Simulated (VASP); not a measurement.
# Cu5Ni (P-62m) in VASP: relaxation of cell and atoms with PBE

Aim: the relaxation of cell and atoms of Cu5Ni with PBE.

All numbers are computed with VASP 6.6.1; they aren't measurements. Logs are shortened: lines on timing, memory, paths and dates and some standing lists are left out, and cuts for length are marked.

### 1 The cell of the first run

The structure is hexagonal, space group P-62m (No. 189). The conventional cell has a = 4.522 Å, b = 4.522 Å, c = 4.174 Å, α = 90.00°, β = 90.00°, γ = 120.00°. Within 3.4 Å of Cu (site symmetry m2m) lie 2 Ni at 2.57 Å and 10 Cu at 2.57 to 2.61 Å. Cu (site symmetry -6) has 9 Cu at 2.57 to 2.61 Å and 3 Ni at 2.61 Å within 3.4 Å. Within 3.4 Å of Ni (site symmetry -62m) lie 12 Cu at 2.57 to 2.61 Å.

### 2 Relaxation of cell and atoms, PBE, collinear spin, ferromagnetic start

Contents of INCAR:

```
SYSTEM = Cu5Ni
PREC     = Accurate       ! precision mode
ENCUT    = 600            ! plane-wave cutoff, eV
EDIFF    = 1E-7           ! SCF threshold, eV
ISMEAR   = 0              ! smearing method
SIGMA    = 0.1            ! smearing width, eV
LREAL    = .FALSE.        ! projectors in reciprocal space
LASPH    = .TRUE.         ! aspherical terms in the spheres
NELM     = 200            ! most SCF steps
ALGO     = Normal         ! electronic algorithm
ISIF     = 3              ! what is computed and relaxed
LWAVE    = .FALSE.        ! write WAVECAR
LCHARG   = .FALSE.        ! write CHGCAR
ISPIN    = 2              ! spin polarisation
MAGMOM   = 0 0 0 0 0 2    ! initial moments
LORBIT   = 11             ! projections on sites
LMAXMIX  = 4              ! l up to which the mixer works
GGA      = PE             ! functional
IBRION   = 2              ! ionic algorithm
NSW      = 90             ! ionic steps
EDIFFG   = -0.04          ! ionic threshold
GGA_COMPAT= .FALSE.      
NELMIN   = 4
```

Contents of KPOINTS:

```
Automatic mesh
0
G
  6 6 4
  0 0 0
```

Contents of POSCAR:

```
Cu5Ni
1.0
    4.5222897600      0.0000000000      0.0000000000
   -2.2611448800      3.9164178100      0.0000000000
    0.0000000000      0.0000000000      4.1740371100
Cu Ni
5 1
Direct
    0.3333333300      0.3333333300      0.0000000000
    0.0000000000      0.6666666700      0.0000000000
    0.6666666700      0.0000000000      0.0000000000
    0.6666666700      0.3333333300      0.5000000000
    0.3333333300      0.6666666700      0.5000000000
    0.0000000000      0.0000000000      0.5000000000
```

Potentials or basis: VASP PAW PBE potentials, release 64 (Cu, Ni).

Run with:

```console
> cat potpaw_PBE.64/Cu/POTCAR potpaw_PBE.64/Ni/POTCAR > POTCAR
> mpirun -np 1 vasp_std > vasp.out
```

OUTCAR:

```text
SYSTEM = Cu5Ni
   PREC = Accurate
   ENCUT = 600
   EDIFF = 1E-7
   ISMEAR = 0
   LREAL = .FALSE.
   LASPH = .TRUE.
   NELM = 200
   ISIF = 3
   ISPIN = 2
   LORBIT = 11
   GGA = PE
   IBRION = 2
   NSW = 90
   EDIFFG = -0.04
   NELMIN = 4

 ion  position               nearest neighbor table
   1  0.333  0.333  0.000-   6 2.57   6 2.57   5 2.57   5 2.57   4 2.57   4 2.57   2 2.61   3 2.61
                             3 2.61   3 2.61   2 2.61   2 2.61
   2  0.000  0.667  0.000-   6 2.57   6 2.57   5 2.57   5 2.57   4 2.57   4 2.57   1 2.61   3 2.61
                             3 2.61   3 2.61   1 2.61   1 2.61
   3  0.667  0.000  0.000-   4 2.57   4 2.57   6 2.57   6 2.57   5 2.57   5 2.57   1 2.61   2 2.61
                             2 2.61   1 2.61   1 2.61   2 2.61
   4  0.667  0.333  0.500-   3 2.57   3 2.57   2 2.57   2 2.57   1 2.57   1 2.57   5 2.61   5 2.61
                             6 2.61   6 2.61   6 2.61   5 2.61
   5  0.333  0.667  0.500-   2 2.57   2 2.57   3 2.57   3 2.57   1 2.57   1 2.57   4 2.61   6 2.61
                             4 2.61   6 2.61   6 2.61   4 2.61
   6  0.000  0.000  0.500-   1 2.57   2 2.57   1 2.57   2 2.57   3 2.57   3 2.57   5 2.61   4 2.61
                             5 2.61   4 2.61   4 2.61   5 2.61

  LATTYP: Found a hexagonal cell.
 ALAT       =     4.5222897600
 C/A-ratio  =     0.9229919646

  Lattice vectors:

 A1 = (   4.5222897600,   0.0000000000,   0.0000000000)
 A2 = (  -2.2611448800,   3.9164178100,   0.0000000000)
 A3 = (   0.0000000000,   0.0000000000,   4.1740371100)

Analysis of symmetry for initial positions (statically):
=====================================================================
 Subroutine PRICEL returns:
 Original cell was already a primitive cell.

 Routine SETGRP: Setting up the symmetry group for a
 hexagonal supercell.

 Subroutine GETGRP returns: Found 12 space group operations
 (whereof 12 operations were pure point group operations)
 out of a pool of 24 trial point group operations.

The static configuration has the point symmetry D_3h.

Analysis of symmetry for dynamics (positions and initial velocities):
=====================================================================
 Subroutine PRICEL returns:
 Original cell was already a primitive cell.

 Routine SETGRP: Setting up the symmetry group for a
 hexagonal supercell.

 Subroutine GETGRP returns: Found 12 space group operations
 (whereof 12 operations were pure point group operations)
 out of a pool of 24 trial point group operations.

The dynamic configuration has the point symmetry D_3h.

Analysis of structural, dynamic, and magnetic symmetry:
=====================================================================
 Subroutine PRICEL returns:
 Original cell was already a primitive cell.

 Routine SETGRP: Setting up the symmetry group for a
 hexagonal supercell.

 Subroutine GETGRP returns: Found 12 space group operations
 (whereof 12 operations were pure point group operations)
 out of a pool of 24 trial point group operations.

The overall configuration has the point symmetry D_3h.

 Subroutine INISYM returns: Found 12 space group operations
 (whereof 12 operations are pure point group operations),
 and found     1 'primitive' translations

----------------------------------------------------------------------------------------

                                     Primitive cell

  volume of cell :      73.9271

  direct lattice vectors                    reciprocal lattice vectors
     4.522289760  0.000000000  0.000000000     0.221126919  0.127667686  0.000000000
    -2.261144880  3.916417810  0.000000000     0.000000000  0.255335372  0.000000000
     0.000000000  0.000000000  4.174037110     0.000000000  0.000000000  0.239576212

  length of vectors
     4.522289760  4.522289755  4.174037110     0.255335372  0.255335372  0.239576212

  position of ions in fractional coordinates (direct lattice)
     0.333333330  0.333333330  0.000000000
     0.000000000  0.666666670  0.000000000
     0.666666670  0.000000000  0.000000000
     0.666666670  0.333333330  0.500000000
     0.333333330  0.666666670  0.500000000
     0.000000000  0.000000000  0.500000000

  ion indices of the primitive-cell ions
   primitive index   ion index
                 1           1
                 2           2
                 3           3
                 4           4
                 5           5
                 6           6

----------------------------------------------------------------------------------------

 KPOINTS: Automatic mesh

Automatic generation of k-mesh.
 Grid dimensions read from file:
 generate k-points for:    6    6    4

 Generating k-lattice:

  Cartesian coordinates                     Fractional coordinates (reciprocal lattice)
     0.036854486  0.021277948  0.000000000     0.166666667  0.000000000  0.000000000
     0.000000000  0.042555895  0.000000000     0.000000000  0.166666667  0.000000000
     0.000000000  0.000000000  0.059894053     0.000000000  0.000000000  0.250000000

  Length of vectors
     0.042555895  0.042555895  0.059894053

  Shift w.r.t. Gamma in fractional coordinates (k-lattice)
     0.000000000  0.000000000  0.000000000

 Subroutine IBZKPT returns following result:
 ===========================================

 Found     21 irreducible k-points:

 Following reciprocal coordinates:
            Coordinates               Weight
  0.000000  0.000000  0.000000      1.000000
  0.166667 -0.000000  0.000000      6.000000
  0.333333 -0.000000  0.000000      6.000000
  0.500000 -0.000000  0.000000      3.000000
  0.166667  0.166667  0.000000      6.000000
  0.333333  0.166667  0.000000     12.000000
[... 13 lines left out ...]
  0.333333  0.166667  0.500000     12.000000
  0.333333  0.333333  0.500000      2.000000
   k-points           NKPTS =     21   k-points in BZ     NKDIM =     21   number of bands    NBANDS=     40
   number of dos      NEDOS =    301   number of ions     NIONS =      6
   total plane-waves  NPLWV =  46656
   dimension x,y,z NGX =    36 NGY =   36 NGZ =   36
   dimension x,y,z NGXF=    72 NGYF=   72 NGZF=   72
   ions per type =               5   1
   NGX,Y,Z   is equivalent  to a cutoff of  13.23, 13.23, 14.34 a.u.
   NGXF,Y,Z  is equivalent  to a cutoff of  26.47, 26.47, 28.68 a.u.
 SYSTEM =  Cu5Ni
   PREC   = accura    normal or accurate (medium, high low for compatibility)
   ISTART =      0    job   : 0-new  1-cont  2-samecut
   ICHARG =      2    charge: 1-file 2-atom 10-const
   ISPIN  =      2    spin polarized calculation?
   LNONCOLLINEAR =      F non collinear calculations
   LSORBIT =      F    spin-orbit coupling
   LASPH  =      T    aspherical Exc in radial PAW
   ENCUT  =  600.0 eV  44.10 Ry    6.64 a.u.   9.03  9.03  8.34*2*pi/ulx,y,z
   NELM   =    200;   NELMIN=  4; NELMDL= -5     # of ELM steps
   EDIFF  = 0.1E-06   stopping-criterion for ELM
   LREAL  =      F    real-space projection
   EDIFFG = -.4E-01   stopping-criterion for IOM
   NSW    =     90    number of steps for IOM
   IBRION =      2    ionic relax: 0-MD 1-quasi-New 2-CG
   NFREE  =      1    steps in history (QN), initial steepest desc. (CG)
   ISIF   =      3    stress and relaxation
   ISYM   =      2    0-nonsym 1-usesym 2-fastsym
   POTIM  = 0.5000    time-step for ionic-motion
   TEBEG  =    0.0;   TEEND  =   0.0 temperature during run
   PSTRESS=    0.0 pullay stress
   NELECT =      65.0000    total number of electrons
   NUPDOWN=      -1.0000    fix difference up-down
   EMIN   =  10.00;   EMAX   =-10.00  energy-range for DOS
   EFERMI =   0.00;   METHOD = LEGACY
   ISMEAR =     0;   SIGMA  =   0.10  broadening in eV -4-tet -1-fermi 0-gaus
   EFERMI_NEDOS =   21; number of points for ismear=-14 and -15
   IALGO  =     38    algorithm
   IMIX   =      4    mixing-type and parameters
     AMIX     =   0.40;   BMIX     =  1.00
     AMIX_MAG =   1.60;   BMIX_MAG =  1.00
  volume/ion in A,a.u.               =      12.32        83.15
  Fermi-wavevector in a.u.,A,eV,Ry     =   1.568356  2.963764 33.466812  2.459741
  Thomas-Fermi vector in A             =   2.670400
   LORBIT       =     11    0 simple, 1 ext, 2 COOP (PROOUT), +10 PAW based schemes
   GGA     = PE    functional components
   LHFCALC =     F    Hartree Fock is set to
   AEXX    =    0.0000 exact exchange contribution
   IVDW    =     0    specifies the selected vdW correction
   LEPSILON=     F    determine dielectric tensor
   LRPA    =     F    only Hartree local field effects (RPA)
 conjugate gradient relaxation of ions
 spin polarized calculation
 Gauss-broadening in eV      SIGMA  =   0.10
  energy-cutoff  :      600.00
  volume of cell :       73.93
 maximum number of plane-waves:      2481
   NGX = 19   NGY = 19   NGZ = 17

--------------------------------------- Ionic step        1  -------------------------------------------

 number of electron      65.0000047 magnetization      -0.0000126

 number of electron      65.0000047 magnetization       0.0000100

 Free energy of the ion-electron system (eV)
  ---------------------------------------------------
  ext. energy  EPLUGINS =         0.00000000
  ---------------------------------------------------
  free energy    TOTEN  =       -23.97413370 eV

  energy without entropy =      -23.96613546  energy(sigma->0) =      -23.97013458

------------------------ aborting loop because EDIFF is reached ----------------------------------------

  FORCE on cell =-STRESS in cart. coord.  units (eV):
  Direction    XX          YY          ZZ          XY          YZ          ZX
  --------------------------------------------------------------------------------------
  -------------------------------------------------------------------------------------
  Total       -3.3470464     -3.3470464     -1.1766304      0.0000000      0.0000000      0.0000000
  in kB      -72.5385056    -72.5385054    -25.5003973      0.0000000      0.0000000      0.0000000
  external PRESSURE =     -56.8591361 kB  Pullay stress =       0.0000000 kB
[... 153 lines left out ...]
--------------------------------------- Ionic step        5  -------------------------------------------

 number of electron      64.9999992 magnetization       0.0000002

 number of electron      64.9999992 magnetization      -0.0000001

 Free energy of the ion-electron system (eV)
  ---------------------------------------------------
  ext. energy  EPLUGINS =         0.00000000
  ---------------------------------------------------
  free energy    TOTEN  =       -24.06165478 eV

  energy without entropy =      -24.05560711  energy(sigma->0) =      -24.05863094

 E-fermi :   7.7023     XC(G=0): -12.7442

 val. band max:        7.5380747289   @ k =   0.1667   0.1667   0.2500
 cond. band min:       7.7434295497   @ k =   0.3333  -0.0000   0.2500
 fundamental gap:      0.2053548208
 Fermi energy:         7.7022736713

 spin component 1

 k-point     1 :       0.0000    0.0000    0.0000
  band No.  band energies     occupation
      1      -1.4974      1.00000
      2       2.7550      1.00000
      3       3.6872      1.00000
      4       3.6872      1.00000
      5       3.6917      1.00000
      6       3.8476      1.00000
[... 892 lines left out ...]
     39      16.9413      0.00000
     40      17.1661      0.00000
 Fermi energy:         7.7022736713

 spin component 2

 k-point     1 :       0.0000    0.0000    0.0000
  band No.  band energies     occupation
      1      -1.4974      1.00000
      2       2.7550      1.00000
      3       3.6872      1.00000
      4       3.6872      1.00000
      5       3.6917      1.00000
      6       3.8476      1.00000
[... 925 lines left out ...]
  FREE ENERGIE OF THE ION-ELECTRON SYSTEM (eV)
  ---------------------------------------------------
  free  energy   TOTEN  =       -24.0616547832 eV

  energy  without entropy=      -24.0556071054  energy(sigma->0) =      -24.05863094

 reached required accuracy - stopping structural energy minimisation

 total charge

# of ion       s       p       d       tot
------------------------------------------
    1        0.448   0.379   9.174  10.001
    2        0.448   0.379   9.174  10.001
    3        0.448   0.379   9.174  10.001
    4        0.452   0.383   9.165  10.000
    5        0.452   0.383   9.165  10.000
    6        0.445   0.396   8.401   9.242
--------------------------------------------------
tot          2.694   2.299  54.254  59.246

 magnetization (x)

# of ion       s       p       d       tot
------------------------------------------
    1        0.000   0.000   0.000   0.000
    2        0.000   0.000   0.000   0.000
    3        0.000   0.000   0.000   0.000
    4        0.000   0.000   0.000   0.000
    5        0.000   0.000   0.000   0.000
    6        0.000   0.000  -0.000  -0.000
--------------------------------------------------
tot          0.000   0.000  -0.000  -0.000
```

Wall time 7.8 min (1 thread of AMD EPYC 9R45 (Zen 5), shared host); peak memory 0.28 GiB.

What came out:

```yaml
Free_energy: -24.0617 eV
Relaxed_volume: 11.78 Å³/atom
Relaxed_cell: a = 4.409 Å, b = 4.409 Å, c = 4.198 Å, α = 90.00°, β = 90.00°, γ = 120.00°
Space_group_after_relaxing_to_0.1_Å: P-62m (No. 189)
Energy_gained_by_relaxing: 14.6 meV/atom
Ionic_steps: 5
Pressure_after_relaxing: 0.2 GPa
Largest_force_after_relaxing: 0.020 eV/Å
Net_moment: 0.00 μB per cell
Valence_electrons_inside_the_program's_atomic_spheres: Cu 10.00; Ni 9.24
```

Forces on the atoms (eV/Å):
```
Cu  -0.010 -0.017  0.000
Cu  -0.010  0.017  0.000
Cu   0.020  0.000  0.000
Cu   0.000  0.000  0.000
Cu   0.000  0.000  0.000
Ni   0.000  0.000  0.000
```

The path:
```tsv
step	energy change (eV)	largest force (eV/Å)	pressure (GPa)	volume (Å³)
1	0.0000	0.1601	-5.69	73.93
2	-0.0690	0.0797	3.04	69.34
3	-0.0773	0.1040	0.69	70.41
4	-0.0864	0.0483	0.25	70.57
5	-0.0875	0.0200	0.17	70.65
```

Final structure:
```xyz
6
Lattice="4.4086 0.0000 0.0000 -2.2043 3.8179 0.0000 0.0000 0.0000 4.1975" Properties=species:S:1:pos:R:3 pbc="T T T"
Cu    0.7280    1.2609    0.0000
Cu   -1.4763    2.5570    0.0000
Cu    2.9526    0.0000    0.0000
Cu    2.2043    1.2726    2.0988
Cu    0.0000    2.5453    2.0988
Ni    0.0000    0.0000    2.0988
```

Caveat: the k points lie up to 0.37 Å⁻¹ apart in the final cell.
